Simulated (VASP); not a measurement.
# Zn (P6_3/mmc) in VASP: a series of runs

The runs below take Zn through relaxation of cell and atoms, single point, with PBE+D4, PBE0, PBEsol-based screened hybrid with 25 % exact exchange.

Everything below comes from runs of VASP 6.6.1. Logs are shortened: lines on timing, memory, paths and dates and some standing lists are left out, and cuts for length are marked.

### Step 1. The cell of the first run

It takes space group P6_3/mmc (No. 194, hexagonal). Conventional cell: a = 2.688 Å, b = 2.688 Å, c = 4.999 Å, α = 90.00°, β = 90.00°, γ = 120.00°. Zn (site symmetry -6m2) has 12 Zn at 2.69 to 2.94 Å within 3.5 Å.

### Step 2. Relaxation of cell and atoms, PBE+D4 (15.64 Å³/atom)

POSCAR

```
Zn
1.0
    2.6876826345      0.0000000000      0.0000000000
   -1.3438413173      2.3276014388      0.0000000000
    0.0000000000      0.0000000000      4.9988883757
Zn
2
Direct
    0.6666666667      0.3333333333      0.7500000000
    0.3333333333      0.6666666667      0.2500000000
```

INCAR.step1

```
GGA = PE ; IVDW = 13
ISMEAR = 0 ; SIGMA = 0.04
LWAVE = False ; LCHARG = False
NSW = 80 ; PREC = Accurate
LASPH = True ; LREAL = False
ALGO = Normal ; EDIFF = 1E-7
NELM = 120 ; GGA_COMPAT = False
IBRION = 2 ; ISIF = 3
EDIFFG = -0.002 ; NELMIN = 4
ENCUT = 720 ; POTIM = 0.5
```

INCAR.step4

```
GGA = PE ; IVDW = 13
ISMEAR = 0 ; SIGMA = 0.04
LWAVE = False ; LCHARG = False
PREC = Accurate ; LASPH = True
LREAL = False ; ALGO = Normal
EDIFF = 1E-7 ; NELM = 120
GGA_COMPAT = False ; ISIF = 2
ENCUT = 720
```

KPOINTS

```
Automatic mesh
0
Gamma
  15 15 7
  0 0 0
```

Potentials or basis: VASP PAW PBE potentials, release 64 (Zn).

Started as:

```bash
$ cat potpaw_PBE.64/Zn/POTCAR > POTCAR
$ cp INCAR.step1 INCAR
$ cp POSCAR.step1 POSCAR
$ mpirun -np 1 vasp_std > vasp.out
$ cp CONTCAR POSCAR
$ mpirun -np 1 vasp_std > vasp.out
$ cp CONTCAR POSCAR
$ mpirun -np 1 vasp_std > vasp.out
$ cp CONTCAR POSCAR
$ cp INCAR.step4 INCAR
$ mpirun -np 1 vasp_std > vasp.out
```

OUTCAR:

```text
GGA = PE
   IVDW = 13
   ISMEAR = 0
   PREC = Accurate
   LASPH = True
   LREAL = False
   EDIFF = 1E-7
   NELM = 120
   ISIF = 2
   ENCUT = 720

 ion  position               nearest neighbor table
   1  0.667  0.333  0.750-   2 2.92   2 2.92   2 2.92   2 2.92   2 2.92   2 2.92
   2  0.333  0.667  0.250-   1 2.92   1 2.92   1 2.92   1 2.92   1 2.92   1 2.92

  LATTYP: Found a hexagonal cell.
 ALAT       =     2.6044537876
 C/A-ratio  =     1.9259530632

  Lattice vectors:

 A1 = (   2.6044537876,   0.0000000000,   0.0000000000)
 A2 = (  -1.3022268939,   2.2555231431,   0.0000000000)
 A3 = (   0.0000000000,   0.0000000000,   5.0160557504)

Analysis of symmetry for initial positions (statically):
=====================================================================
 Subroutine PRICEL returns:
 Original cell was already a primitive cell.

 Routine SETGRP: Setting up the symmetry group for a
 hexagonal supercell.

 Subroutine GETGRP returns: Found 24 space group operations
 (whereof 12 operations were pure point group operations)
 out of a pool of 24 trial point group operations.

The static configuration has the point symmetry D_3d.
 The point group associated with its full space group is D_6h.

Analysis of symmetry for dynamics (positions and initial velocities):
=====================================================================
 Subroutine PRICEL returns:
 Original cell was already a primitive cell.

 Routine SETGRP: Setting up the symmetry group for a
 hexagonal supercell.

 Subroutine GETGRP returns: Found 24 space group operations
 (whereof 12 operations were pure point group operations)
 out of a pool of 24 trial point group operations.

The dynamic configuration has the point symmetry D_3d.
 The point group associated with its full space group is D_6h.

 Subroutine INISYM returns: Found 24 space group operations
 (whereof 12 operations are pure point group operations),
 and found     1 'primitive' translations

----------------------------------------------------------------------------------------

                                     Primitive cell

  volume of cell :      29.4663

  direct lattice vectors                    reciprocal lattice vectors
     2.604453788  0.000000000  0.000000000     0.383957667  0.221678062  0.000000000
    -1.302226894  2.255523143  0.000000000    -0.000000000  0.443356125  0.000000000
     0.000000000  0.000000000  5.016055750     0.000000000  0.000000000  0.199359826

  length of vectors
     2.604453788  2.604453788  5.016055750     0.443356125  0.443356125  0.199359826

  position of ions in fractional coordinates (direct lattice)
     0.666666667  0.333333333  0.750000000
     0.333333333  0.666666667  0.250000000

  ion indices of the primitive-cell ions
   primitive index   ion index
                 1           1
                 2           2

----------------------------------------------------------------------------------------

 KPOINTS: Automatic mesh

Automatic generation of k-mesh.
 Grid dimensions read from file:
 generate k-points for:   15   15    7

 Generating k-lattice:

  Cartesian coordinates                     Fractional coordinates (reciprocal lattice)
     0.025597178  0.014778537  0.000000000     0.066666667  0.000000000  0.000000000
    -0.000000000  0.029557075  0.000000000     0.000000000  0.066666667  0.000000000
     0.000000000  0.000000000  0.028479975     0.000000000  0.000000000  0.142857143

  Length of vectors
     0.029557075  0.029557075  0.028479975

  Shift w.r.t. Gamma in fractional coordinates (k-lattice)
     0.000000000  0.000000000  0.000000000

 Subroutine IBZKPT returns following result:
 ===========================================

 Found    108 irreducible k-points:

 Following reciprocal coordinates:
            Coordinates               Weight
  0.000000  0.000000  0.000000      1.000000
  0.066667 -0.000000  0.000000      6.000000
  0.133333  0.000000  0.000000      6.000000
  0.200000  0.000000  0.000000      6.000000
  0.266667  0.000000  0.000000      6.000000
  0.333333 -0.000000  0.000000      6.000000
[... 16 lines left out ...]
  0.333333  0.200000  0.000000     12.000000
  0.400000  0.200000  0.000000      6.000000
 [... further k-points ...]
   k-points           NKPTS =    108   k-points in BZ     NKDIM =    108   number of bands    NBANDS=     16
   number of dos      NEDOS =    301   number of ions     NIONS =      2
   total plane-waves  NPLWV =  27648
   dimension x,y,z NGX =    24 NGY =   24 NGZ =   48
   dimension x,y,z NGXF=    48 NGYF=   48 NGZF=   96
   ions per type =               2
   NGX,Y,Z   is equivalent  to a cutoff of  15.32, 15.32, 15.91 a.u.
   NGXF,Y,Z  is equivalent  to a cutoff of  30.64, 30.64, 31.82 a.u.
 SYSTEM =  unknown system
   PREC   = accura    normal or accurate (medium, high low for compatibility)
   ISTART =      0    job   : 0-new  1-cont  2-samecut
   ICHARG =      2    charge: 1-file 2-atom 10-const
   ISPIN  =      1    spin polarized calculation?
   LNONCOLLINEAR =      F non collinear calculations
   LSORBIT =      F    spin-orbit coupling
   LASPH  =      T    aspherical Exc in radial PAW
   ENCUT  =  720.0 eV  52.92 Ry    7.27 a.u.   5.70  5.70 10.97*2*pi/ulx,y,z
   NELM   =    120;   NELMIN=  2; NELMDL=  0     # of ELM steps
   EDIFF  = 0.1E-06   stopping-criterion for ELM
   LREAL  =      F    real-space projection
   EDIFFG = 0.1E-05   stopping-criterion for IOM
   NSW    =      0    number of steps for IOM
   IBRION =     -1    ionic relax: 0-MD 1-quasi-New 2-CG
   NFREE  =      0    steps in history (QN), initial steepest desc. (CG)
   ISIF   =      2    stress and relaxation
   ISYM   =      2    0-nonsym 1-usesym 2-fastsym
   POTIM  = 0.5000    time-step for ionic-motion
   TEBEG  =    0.0;   TEEND  =   0.0 temperature during run

   SCALEE = 1.0000    scale energy and forces
   PSTRESS=    0.0 pullay stress
   NELECT =      24.0000    total number of electrons
   NUPDOWN=      -1.0000    fix difference up-down
   EMIN   =  10.00;   EMAX   =-10.00  energy-range for DOS
   EFERMI =   0.00;   METHOD = LEGACY
   ISMEAR =     0;   SIGMA  =   0.04  broadening in eV -4-tet -1-fermi 0-gaus
   EFERMI_NEDOS =   21; number of points for ismear=-14 and -15
   IALGO  =     38    algorithm
   IMIX   =      4    mixing-type and parameters
     AMIX     =   0.40;   BMIX     =  1.00
     AMIX_MAG =   1.60;   BMIX_MAG =  1.00
  volume/ion in A,a.u.               =      14.73        99.42
  Fermi-wavevector in a.u.,A,eV,Ry     =   1.528867  2.889140 31.802740  2.337435
  Thomas-Fermi vector in A             =   2.636567
   LORBIT       =      0    0 simple, 1 ext, 2 COOP (PROOUT), +10 PAW based schemes
   GGA     = PE    functional components
   LHFCALC =     F    Hartree Fock is set to
   AEXX    =    0.0000 exact exchange contribution
   IVDW    =    13    specifies the selected vdW correction

   LEPSILON=     F    determine dielectric tensor
   LRPA    =     F    only Hartree local field effects (RPA)

   CSHIFT  =0.1000    complex shift for real part using Kramers Kronig

   OMEGAMAX=  -1.0    maximum frequency
 non-spin polarized calculation
 Gauss-broadening in eV      SIGMA  =   0.04
  energy-cutoff  :      720.00
  volume of cell :       29.47
 maximum number of plane-waves:      1317
 NGX is ok and might be reduce to    24
   NGX = 11   NGY = 11   NGZ = 21

 number of electron      24.0000023 magnetization

 Free energy of the ion-electron system (eV)
  ---------------------------------------------------
  ext. energy  EPLUGINS =         0.00000000
  ---------------------------------------------------
  free energy    TOTEN  =        -2.21507327 eV

  energy without entropy =       -2.21482597  energy(sigma->0) =       -2.21494962

 E-fermi :   3.3450     XC(G=0): -11.7090

 val. band max:        3.3220165582   @ k =   0.2000   0.0667   0.1429
 cond. band min:       3.4670748759   @ k =   0.3333   0.2667   0.4286
 fundamental gap:      0.1450583176
 Fermi energy:         3.3449887659

 k-point     1 :       0.0000    0.0000    0.0000
  band No.  band energies     occupation
      1      -7.3308      2.00000
      2      -5.5132      2.00000
      3      -4.7434      2.00000
      4      -4.4584      2.00000
      5      -4.4584      2.00000
      6      -4.4140      2.00000
[... 8 lines left out ...]
     15      19.8937      0.00000
     16      21.9804      0.00000

 k-point     2 :       0.0667   -0.0000    0.0000
  band No.  band energies     occupation
      1      -7.1920      2.00000
      2      -5.4465      2.00000
      3      -4.7259      2.00000
      4      -4.4752      2.00000
      5      -4.4308      2.00000
      6      -4.4239      2.00000
[... 8 lines left out ...]
     15      19.4087      0.00000
     16      20.0391      0.00000

 k-point     3 :       0.1333    0.0000    0.0000
  band No.  band energies     occupation
      1      -6.7838      2.00000
      2      -5.2725      2.00000
      3      -4.6864      2.00000
      4      -4.5134      2.00000
      5      -4.4567      2.00000
      6      -4.3251      2.00000
[... 8 lines left out ...]
     15      16.6207      0.00000
     16      19.0325      0.00000

 k-point     4 :       0.2000    0.0000    0.0000
  band No.  band energies     occupation
      1      -6.1479      2.00000
      2      -5.0886      2.00000
      3      -4.6467      2.00000
      4      -4.5483      2.00000
      5      -4.4193      2.00000
      6      -4.3880      2.00000
[... 8 lines left out ...]
     15      17.1895      0.00000
     16      17.5376      0.00000
[... 324 lines left out ...]
 k-point    22 :       0.2667    0.2000    0.0000
  band No.  band energies     occupation
      1      -4.8722      2.00000
      2      -4.8261      2.00000
      3      -4.7862      2.00000
      4      -4.4684      2.00000
      5      -4.4285      2.00000
      6      -4.3599      2.00000
[... 8 lines left out ...]
     15       8.6546      0.00000
     16      12.1157      0.00000

 k-point    23 :       0.3333    0.2000    0.0000
  band No.  band energies     occupation
      1      -4.9303      2.00000
      2      -4.8606      2.00000
      3      -4.8203      2.00000
      4      -4.4766      2.00000
      5      -4.3458      2.00000
      6      -4.3152      2.00000
[... 8 lines left out ...]
     15       8.2079      0.00000
     16       9.7568      0.00000

 k-point    24 :       0.4000    0.2000    0.0000
  band No.  band energies     occupation
      1      -4.9518      2.00000
      2      -4.8712      2.00000
      3      -4.8349      2.00000
      4      -4.4666      2.00000
      5      -4.3869      2.00000
      6      -4.2701      2.00000
[... 8 lines left out ...]
     15       7.9794      0.00000
     16       8.3407      0.00000

 [... further k-points ...]

------------------------ aborting loop because EDIFF is reached ----------------------------------------

  DFT-D4 for vdW energy calculation

  Edisp (eV):   -0.66085

  FORCE on cell =-STRESS in cart. coord.  units (eV):
  Direction    XX          YY          ZZ          XY          YZ          ZX
  --------------------------------------------------------------------------------------
  -------------------------------------------------------------------------------------
  Total       0.00083     0.00083    -0.00022    -0.00000     0.00000     0.00000
  in kB       0.04533     0.04533    -0.01182    -0.00000     0.00000     0.00000
  external pressure =        0.03 kB  Pullay stress =        0.00 kB

 VOLUME and BASIS-vectors are now :
 -----------------------------------------------------------------------------
  energy-cutoff  :      720.00
  volume of cell :       29.47
      direct lattice vectors                 reciprocal lattice vectors
     2.604453788  0.000000000  0.000000000     0.383957667  0.221678062  0.000000000
    -1.302226894  2.255523143  0.000000000    -0.000000000  0.443356125  0.000000000
     0.000000000  0.000000000  5.016055750     0.000000000  0.000000000  0.199359826

 POSITION                                       TOTAL-FORCE (eV/Angst)
 -----------------------------------------------------------------------------------
      1.30223      0.75184      3.76204        -0.000000     -0.000000      0.000000
     -0.00000      1.50368      1.25401         0.000000      0.000000      0.000000
 -----------------------------------------------------------------------------------
    total drift:                                0.000000     -0.000000      0.000000

  FREE ENERGIE OF THE ION-ELECTRON SYSTEM (eV)
  ---------------------------------------------------
  free  energy   TOTEN  =        -2.8759189165 eV

  energy  without entropy=       -2.8756716141  energy(sigma->0) =       -2.87579527
```

Run time: 5.2 min. Hardware: 1 thread of Intel Xeon Platinum 8488C (Sapphire Rapids), shared host; peak memory 0.23 GiB.

What came out:

| Item | Value |
| --- | --- |
| Free energy | -2.8759 eV |
| Relaxed volume | 14.73 Å³/atom |
| Relaxed cell | a = 2.604 Å, b = 2.604 Å, c = 5.016 Å, α = 90.00°, β = 90.00°, γ = 120.00° |
| Space group after relaxing (to 0.1 Å) | P6_3/mmc (No. 194) |
| Energy gained by relaxing | 20.3 meV/atom |
| Ionic steps | 10 |
| Pressure after relaxing | 0.0 GPa |
| Band gap on the k mesh | zero (bands 12 and 13 overlap by 5.06 eV) |
| Dispersion energy per atom | -0.330 eV |

Step by step:
```
step  energy change (eV)  largest force (eV/Å)  pressure (GPa)  volume (Å³)
   1              0.0000                0.0000           -5.01        31.27
   2             -0.0385                0.0000            0.57        29.11
   3             -0.0387                0.0000            0.16        29.24
   4             -0.0387                0.0000            0.03        29.28
   5             -0.0391                0.0000            0.02        29.32
   6             -0.0405                0.0000            0.00        29.44
   7             -0.0361                0.0000            0.05        29.67
   8             -0.0406                0.0000            0.01        29.47
   9             -0.0406                0.0000            0.00        29.47
  10             -0.0406                0.0000            0.00        29.47
```

Final structure:
```
Zn
1.0
     2.60445    0.00000    0.00000
    -1.30223    2.25552    0.00000
     0.00000    0.00000    5.01606
Zn
2
Direct
  0.66667 0.33333 0.75000
  0.33333 0.66667 0.25000
```

### Step 3. Relaxation of cell and atoms, PBE+D4 (15.64 Å³/atom)

POSCAR is that of step 2.

INCAR.step1

```
GGA = PE ; IVDW = 13
ISMEAR = 0 ; SIGMA = 0.1
LWAVE = False ; LCHARG = False
NSW = 80 ; PREC = Normal
LASPH = True ; LREAL = False
ALGO = Normal ; EDIFF = 1E-4
NELM = 120 ; GGA_COMPAT = False
IBRION = 2 ; ISIF = 3
EDIFFG = -0.005 ; NELMIN = 4
ENCUT = 580 ; POTIM = 0.5
```

INCAR.step3

```
GGA = PE ; IVDW = 13
ISMEAR = 0 ; SIGMA = 0.1
LWAVE = False ; LCHARG = False
PREC = Normal ; LASPH = True
LREAL = False ; ALGO = Normal
EDIFF = 1E-4 ; NELM = 120
GGA_COMPAT = False ; ISIF = 2
ENCUT = 580
```

KPOINTS is that of step 2.

Potentials or basis: VASP PAW PBE potentials, release 64 (Zn).

Started as:

```bash
$ cat potpaw_PBE.64/Zn/POTCAR > POTCAR
$ cp INCAR.step1 INCAR
$ cp POSCAR.step1 POSCAR
$ mpirun -np 1 vasp_std > vasp.out
$ cp CONTCAR POSCAR
$ mpirun -np 1 vasp_std > vasp.out
$ cp CONTCAR POSCAR
$ cp INCAR.step3 INCAR
$ mpirun -np 1 vasp_std > vasp.out
```

It took 2.9 min on 1 thread of Intel Xeon Platinum 8488C (Sapphire Rapids), shared host; peak memory 0.17 GiB.

The run converged. Its results:

| Quantity | Value |
| --- | --- |
| Free energy | -2.8766 eV |
| Relaxed volume | 14.73 Å³/atom |
| Relaxed cell | a = 2.605 Å, b = 2.605 Å, c = 5.012 Å, α = 90.00°, β = 90.00°, γ = 120.00° |
| Space group after relaxing (to 0.1 Å) | P6_3/mmc (No. 194) |
| Energy gained by relaxing | 20.1 meV/atom |
| Ionic steps | 31 |
| Pressure after relaxing | 1.0 GPa |
| Band gap on the k mesh | zero (bands 12 and 13 overlap by 5.06 eV) |
| Dispersion energy per atom | -0.330 eV |

Stress tensor (GPa, compression positive):
```
1.06 0.00 0.00
0.00 1.06 0.00
0.00 0.00 0.97
```

Step by step:
| step | energy change (eV) | largest force (eV/Å) | pressure (GPa) | volume (Å³) |
| --- | --- | --- | --- | --- |
| 1 | 0.0000 | 0.0000 | -4.04 | 31.27 |
| 2 | -0.0390 | 0.0000 | 1.01 | 29.52 |
| 3 | -0.0385 | 0.0000 | -0.72 | 29.60 |
| 4 | -0.0388 | 0.0000 | -0.62 | 29.55 |
| 5 | -0.0397 | 0.0000 | -0.40 | 29.55 |
| 6 | -0.0408 | 0.0000 | -0.51 | 29.54 |
| 7 | -0.0407 | 0.0000 | 0.00 | 29.53 |
| 8 | -0.0408 | 0.0000 | -0.39 | 29.54 |
| 9 | -0.0407 | 0.0000 | 0.07 | 29.31 |
| 10 | -0.0408 | 0.0000 | 0.18 | 29.33 |
| 11 | -0.0409 | 0.0000 | -0.15 | 29.40 |
| 12 | -0.0408 | 0.0000 | 0.34 | 29.37 |
| 13 | -0.0409 | 0.0000 | 0.08 | 29.39 |
| 14 | -0.0409 | 0.0000 | 0.13 | 29.39 |
| 15 | -0.0409 | 0.0000 | 0.12 | 29.39 |
| 16 | -0.0409 | 0.0000 | -0.23 | 29.46 |
| 17 | -0.0409 | 0.0000 | 0.11 | 29.42 |
| 18 | -0.0409 | 0.0000 | -0.09 | 29.44 |
| 19 | -0.0409 | 0.0000 | 0.05 | 29.43 |
| 20 | -0.0409 | 0.0000 | -0.03 | 29.43 |
| 21 | -0.0409 | 0.0000 | 0.00 | 29.43 |
| 22 | -0.0402 | 0.0000 | 1.13 | 29.43 |
| 23 | -0.0384 | 0.0000 | -0.78 | 29.88 |
| 24 | -0.0395 | 0.0000 | -1.02 | 29.69 |
| 25 | -0.0400 | 0.0000 | -0.65 | 29.57 |
| 26 | -0.0401 | 0.0000 | 0.10 | 29.50 |
| 27 | -0.0401 | 0.0000 | -0.28 | 29.51 |
| 28 | -0.0401 | 0.0000 | -0.17 | 29.50 |
| 29 | -0.0402 | 0.0000 | 0.20 | 29.45 |
| 30 | -0.0401 | 0.0000 | -0.25 | 29.48 |
| 31 | -0.0402 | 0.0000 | 0.00 | 29.46 |

Final structure:
```
CELL_PARAMETERS angstrom
2.60535 0.00000 0.00000
-1.30268 2.25630 0.00000
0.00000 0.00000 5.01186
ATOMIC_POSITIONS crystal
Zn 0.66667 0.33333 0.75000
Zn 0.33333 0.66667 0.25000
```

Levels at points of the mesh, in eV from the Fermi level:
```tsv
k point	band 10	band 11	band 12	band 13	band 14	band 15
(0.00, 0.00, 0.00)	-7.19	-7.19	-3.98	-3.45	12.69	16.56
```

[end of part 1 of 2]

The gap in the log of VASP goes by the Fermi energy; the results here count the filled bands.